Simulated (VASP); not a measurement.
# AlGa3N4 in VASP: notebook

Runs on AlGa3N4. Level: PBEsol. Tasks: single point.

Everything below comes from runs of VASP 6.6.1. Logs are shortened: lines on timing, memory, paths and dates and some standing lists are left out, and cuts for length are marked.

**1. The cell of the first run**

It takes space group P-43m (No. 215, cubic). Conventional cell: a = 4.579 Å, b = 4.579 Å, c = 4.579 Å, α = 90.00°, β = 90.00°, γ = 90.00°. Within 2.6 Å of Al (site symmetry -43m) lie 4 N at 1.94 Å. Ga (site symmetry -42m) has 4 N at 2.00 Å within 2.6 Å. N (site symmetry 3m) has 1 Al at 1.94 Å and 3 Ga at 2.00 Å within 2.6 Å.

**2. Single point, PBEsol (strain +0.025 along x and y, +0.025 along z)**

Contents of INCAR:

```
SYSTEM = AlGa3N4
  PREC = Accurate
  ENCUT = 520
  EDIFF = 1E-6
  ISMEAR = 0
  SIGMA = 0.05
  LREAL = .False.
  LASPH = .True.
  NELM = 80
  ALGO = Normal
  ISIF = 2
  LWAVE = .False.
  LCHARG = .False.
  GGA = PS
  NBANDS = 41
```

Contents of KPOINTS:

```
regular mesh
0
Gamma
  6 6 6
  0 0 0
```

Contents of POSCAR:

```
AlGa3N4
1.0
    4.5793186394      0.0000000000      0.0000000000
    0.0000000000      4.5793186394      0.0000000000
    0.0000000000      0.0000000000      4.5793186394
Al Ga N
1 3 4
Direct
    0.0000000000      0.0000000000      0.0000000000
    0.5000000000      0.5000000000      0.0000000000
    0.5000000000      0.0000000000      0.5000000000
    0.0000000000      0.5000000000      0.5000000000
    0.7550309200      0.7550309200      0.2449690800
    0.7550309200      0.2449690800      0.7550309200
    0.2449690800      0.7550309200      0.7550309200
    0.2449690800      0.2449690800      0.2449690800
```

Potentials or basis: VASP PAW PBE potentials, release 64 (Al, Ga_d, N).

Run with:

```bash
cat potpaw_PBE.64/Al/POTCAR potpaw_PBE.64/Ga_d/POTCAR potpaw_PBE.64/N/POTCAR > POTCAR
mpirun -np 1 vasp_std > vasp.out
```

OUTCAR:

```text
SYSTEM = AlGa3N4
   PREC = Accurate
   ENCUT = 520
   EDIFF = 1E-6
   ISMEAR = 0
   LREAL = .False.
   LASPH = .True.
   NELM = 80
   ISIF = 2
   GGA = PS

 ion  position               nearest neighbor table
   1  0.000  0.000  0.000-   5 1.94   6 1.94   7 1.94   8 1.94
   2  0.500  0.500  0.000-   5 2.00   6 2.00   7 2.00   8 2.00
   3  0.500  0.000  0.500-   5 2.00   6 2.00   7 2.00   8 2.00
   4  0.000  0.500  0.500-   5 2.00   6 2.00   7 2.00   8 2.00
   5  0.755  0.755  0.245-   1 1.94   2 2.00   3 2.00   4 2.00
   6  0.755  0.245  0.755-   1 1.94   2 2.00   3 2.00   4 2.00
   7  0.245  0.755  0.755-   1 1.94   2 2.00   3 2.00   4 2.00
   8  0.245  0.245  0.245-   1 1.94   2 2.00   3 2.00   4 2.00

  LATTYP: Found a simple cubic cell.
 ALAT       =     4.5793186394

  Lattice vectors:

 A1 = (   4.5793186394,   0.0000000000,   0.0000000000)
 A2 = (   0.0000000000,   4.5793186394,   0.0000000000)
 A3 = (   0.0000000000,   0.0000000000,   4.5793186394)

Analysis of symmetry for initial positions (statically):
=====================================================================
 Subroutine PRICEL returns:
 Original cell was already a primitive cell.

 Routine SETGRP: Setting up the symmetry group for a
 simple cubic supercell.

 Subroutine GETGRP returns: Found 24 space group operations
 (whereof 24 operations were pure point group operations)
 out of a pool of 48 trial point group operations.

The static configuration has the point symmetry T_d .

Analysis of symmetry for dynamics (positions and initial velocities):
=====================================================================
 Subroutine PRICEL returns:
 Original cell was already a primitive cell.

 Routine SETGRP: Setting up the symmetry group for a
 simple cubic supercell.

 Subroutine GETGRP returns: Found 24 space group operations
 (whereof 24 operations were pure point group operations)
 out of a pool of 48 trial point group operations.

The dynamic configuration has the point symmetry T_d .

 Subroutine INISYM returns: Found 24 space group operations
 (whereof 24 operations are pure point group operations),
 and found     1 'primitive' translations

----------------------------------------------------------------------------------------

                                     Primitive cell

  volume of cell :      96.0290

  direct lattice vectors                    reciprocal lattice vectors
     4.579318639  0.000000000  0.000000000     0.218373098  0.000000000  0.000000000
     0.000000000  4.579318639  0.000000000     0.000000000  0.218373098  0.000000000
     0.000000000  0.000000000  4.579318639     0.000000000  0.000000000  0.218373098

  length of vectors
     4.579318639  4.579318639  4.579318639     0.218373098  0.218373098  0.218373098

  position of ions in fractional coordinates (direct lattice)
     0.000000000  0.000000000  0.000000000
     0.500000000  0.500000000  0.000000000
     0.500000000  0.000000000  0.500000000
     0.000000000  0.500000000  0.500000000
     0.755030920  0.755030920  0.244969080
     0.755030920  0.244969080  0.755030920
     0.244969080  0.755030920  0.755030920
     0.244969080  0.244969080  0.244969080

  ion indices of the primitive-cell ions
   primitive index   ion index
                 1           1
                 2           2
                 3           3
                 4           4
                 5           5
                 6           6
                 7           7
                 8           8

----------------------------------------------------------------------------------------

 KPOINTS: regular mesh

Automatic generation of k-mesh.
 Grid dimensions read from file:
 generate k-points for:    6    6    6

 Generating k-lattice:

  Cartesian coordinates                     Fractional coordinates (reciprocal lattice)
     0.036395516  0.000000000  0.000000000     0.166666667  0.000000000  0.000000000
     0.000000000  0.036395516  0.000000000     0.000000000  0.166666667  0.000000000
     0.000000000  0.000000000  0.036395516     0.000000000  0.000000000  0.166666667

  Length of vectors
     0.036395516  0.036395516  0.036395516

  Shift w.r.t. Gamma in fractional coordinates (k-lattice)
     0.000000000  0.000000000  0.000000000

 Subroutine IBZKPT returns following result:
 ===========================================

 Found     20 irreducible k-points:

 Following reciprocal coordinates:
            Coordinates               Weight
  0.000000  0.000000  0.000000      1.000000
  0.166667  0.000000  0.000000      6.000000
  0.333333  0.000000  0.000000      6.000000
  0.500000  0.000000  0.000000      3.000000
  0.166667  0.166667  0.000000     12.000000
  0.333333  0.166667  0.000000     24.000000
[... 12 lines left out ...]
  0.500000  0.500000  0.333333      6.000000
  0.500000  0.500000  0.500000      1.000000
   k-points           NKPTS =     20   k-points in BZ     NKDIM =     20   number of bands    NBANDS=     41
   number of dos      NEDOS =    301   number of ions     NIONS =      8
   total plane-waves  NPLWV =  46656
   dimension x,y,z NGX =    36 NGY =   36 NGZ =   36
   dimension x,y,z NGXF=    72 NGYF=   72 NGZF=   72
   ions per type =               1   3   4
   NGX,Y,Z   is equivalent  to a cutoff of  13.07, 13.07, 13.07 a.u.
   NGXF,Y,Z  is equivalent  to a cutoff of  26.14, 26.14, 26.14 a.u.
 SYSTEM =  AlGa3N4
   PREC   = accura    normal or accurate (medium, high low for compatibility)
   ISTART =      0    job   : 0-new  1-cont  2-samecut
   ICHARG =      2    charge: 1-file 2-atom 10-const
   ISPIN  =      1    spin polarized calculation?
   LNONCOLLINEAR =      F non collinear calculations
   LSORBIT =      F    spin-orbit coupling
   LASPH  =      T    aspherical Exc in radial PAW
   ENCUT  =  520.0 eV  38.22 Ry    6.18 a.u.   8.51  8.51  8.51*2*pi/ulx,y,z
   NELM   =     80;   NELMIN=  2; NELMDL= -5     # of ELM steps
   EDIFF  = 0.1E-05   stopping-criterion for ELM
   LREAL  =      F    real-space projection
   EDIFFG = 0.1E-04   stopping-criterion for IOM
   NSW    =      0    number of steps for IOM
   IBRION =     -1    ionic relax: 0-MD 1-quasi-New 2-CG
   NFREE  =      0    steps in history (QN), initial steepest desc. (CG)
   ISIF   =      2    stress and relaxation
   ISYM   =      2    0-nonsym 1-usesym 2-fastsym
   POTIM  = 0.5000    time-step for ionic-motion
   TEBEG  =    0.0;   TEEND  =   0.0 temperature during run
   PSTRESS=    0.0 pullay stress
   NELECT =      62.0000    total number of electrons
   NUPDOWN=      -1.0000    fix difference up-down
   EMIN   =  10.00;   EMAX   =-10.00  energy-range for DOS
   EFERMI =   0.00;   METHOD = LEGACY
   ISMEAR =     0;   SIGMA  =   0.05  broadening in eV -4-tet -1-fermi 0-gaus
   EFERMI_NEDOS =   21; number of points for ismear=-14 and -15
   IALGO  =     38    algorithm
   IMIX   =      4    mixing-type and parameters
     AMIX     =   0.40;   BMIX     =  1.00
     AMIX_MAG =   1.60;   BMIX_MAG =  1.00
  volume/ion in A,a.u.               =      12.00        81.00
  Fermi-wavevector in a.u.,A,eV,Ry     =   1.414939  2.673848 27.239595  2.002054
  Thomas-Fermi vector in A             =   2.536430
   LORBIT       =      0    0 simple, 1 ext, 2 COOP (PROOUT), +10 PAW based schemes
   GGA     = PS    functional components
   LHFCALC =     F    Hartree Fock is set to
   AEXX    =    0.0000 exact exchange contribution
   IVDW    =     0    specifies the selected vdW correction
   LEPSILON=     F    determine dielectric tensor
   LRPA    =     F    only Hartree local field effects (RPA)
 non-spin polarized calculation
 Gauss-broadening in eV      SIGMA  =   0.05
  energy-cutoff  :      520.00
  volume of cell :       96.03
 maximum number of plane-waves:      2608
 NGX is ok and might be reduce to    36
   NGX = 17   NGY = 17   NGZ = 17

 number of electron      62.0000042 magnetization

 Free energy of the ion-electron system (eV)
  ---------------------------------------------------
  ext. energy  EPLUGINS =         0.00000000
  ---------------------------------------------------
  free energy    TOTEN  =       -54.68858206 eV

  energy without entropy =      -54.68858206  energy(sigma->0) =      -54.68858206

 E-fermi :   4.8516     XC(G=0): -11.3679

 val. band max:        4.5691059886   @ k =   0.0000   0.0000   0.0000
 cond. band min:       6.3699378040   @ k =   0.0000   0.0000   0.0000
 fundamental gap:      1.8008318153
 Fermi energy:         4.8515805421

 k-point     1 :       0.0000    0.0000    0.0000
  band No.  band energies     occupation
      1     -10.5572      2.00000
      2      -9.5770      2.00000
      3      -9.5770      2.00000
      4      -9.5770      2.00000
      5      -8.5342      2.00000
      6      -8.5249      2.00000
[... 33 lines left out ...]
     40      14.8093      0.00000
     41      14.8094      0.00000

 k-point     2 :       0.1667    0.0000    0.0000
  band No.  band energies     occupation
      1     -10.4595      2.00000
      2      -9.5976      2.00000
      3      -9.5778      2.00000
      4      -9.5778      2.00000
      5      -8.5313      2.00000
      6      -8.5225      2.00000
[... 33 lines left out ...]
     40      15.0084      0.00000
     41      15.0156      0.00000

 k-point     3 :       0.3333    0.0000    0.0000
  band No.  band energies     occupation
      1     -10.2065      2.00000
      2      -9.6785      2.00000
      3      -9.5793      2.00000
      4      -9.5793      2.00000
      5      -8.5108      2.00000
      6      -8.5108      2.00000
[... 699 lines left out ...]
      2      -9.6641      2.00000
      3      -9.6641      2.00000
      4      -9.6554      2.00000
      5      -8.5294      2.00000
      6      -8.5294      2.00000
[... 33 lines left out ...]
     40      14.3561      0.00000
     41      14.4006      0.00000

 k-point    20 :       0.5000    0.5000    0.5000
  band No.  band energies     occupation
      1      -9.8573      2.00000
      2      -9.6630      2.00000
      3      -9.6630      2.00000
      4      -9.6630      2.00000
      5      -8.5329      2.00000
      6      -8.5329      2.00000
[... 33 lines left out ...]
     40      14.1271      0.00000
     41      14.1280      0.00000

------------------------ aborting loop because EDIFF is reached ----------------------------------------

  FORCE on cell =-STRESS in cart. coord.  units (eV):
  Direction    XX          YY          ZZ          XY          YZ          ZX
  --------------------------------------------------------------------------------------
  -------------------------------------------------------------------------------------
  Total       -7.3252415     -7.3252415     -7.3252415     -0.0000000      0.0000000     -0.0000000
  in kB     -122.2165268   -122.2165268   -122.2165268     -0.0000000      0.0000000     -0.0000000
  external PRESSURE =    -122.2165268 kB  Pullay stress =       0.0000000 kB

 VOLUME and BASIS-vectors are now :
 -----------------------------------------------------------------------------
  energy-cutoff  :      520.00
  volume of cell :       96.03
      direct lattice vectors                 reciprocal lattice vectors
     4.579318639  0.000000000  0.000000000     0.218373098  0.000000000  0.000000000
     0.000000000  4.579318639  0.000000000     0.000000000  0.218373098  0.000000000
     0.000000000  0.000000000  4.579318639     0.000000000  0.000000000  0.218373098

 POSITION                                       TOTAL-FORCE (eV/Angst)
 -----------------------------------------------------------------------------------
      0.00000      0.00000      0.00000         0.000000     -0.000000      0.000000
      2.28966      2.28966      0.00000        -0.000000     -0.000000      0.000000
      2.28966      0.00000      2.28966         0.000000      0.000000      0.000000
      0.00000      2.28966      2.28966         0.000000      0.000000      0.000000
      3.45753      3.45753      1.12179        -0.001839     -0.001839      0.001839
      3.45753      1.12179      3.45753        -0.001839      0.001839     -0.001839
      1.12179      3.45753      3.45753         0.001839     -0.001839     -0.001839
      1.12179      1.12179      1.12179         0.001839      0.001839      0.001839
 -----------------------------------------------------------------------------------
    total drift:                               -0.000000     -0.000000     -0.000000

  FREE ENERGIE OF THE ION-ELECTRON SYSTEM (eV)
  ---------------------------------------------------
  free  energy   TOTEN  =       -54.6885820585 eV

  energy  without entropy=      -54.6885820585  energy(sigma->0) =      -54.68858206
```

It took 3.3 min on 1 thread of Intel Xeon 8259CL, shared host; peak memory 0.23 GiB.

What came out:

| Property | Result |
| --- | --- |
| Free energy | -54.6886 eV |
| Pressure | -12.2 GPa |
| Largest force | 0.003 eV/Å |
| Band gap on the k mesh | 1.80 eV |

Forces on the atoms (eV/Å):
```
Al   0.000  0.000  0.000
Ga   0.000  0.000  0.000
Ga   0.000  0.000  0.000
Ga   0.000  0.000  0.000
N   -0.002 -0.002  0.002
N   -0.002  0.002 -0.002
N    0.002 -0.002 -0.002
N    0.002  0.002  0.002
```

Caveat: the cell differs from its parent crystal (strain +0.025 along x and y, +0.025 along z); the cell stands under tension; the PAW data sets were made with another functional, which shifts forces and pressure a little.

(Part 1 of 2 ends here.)
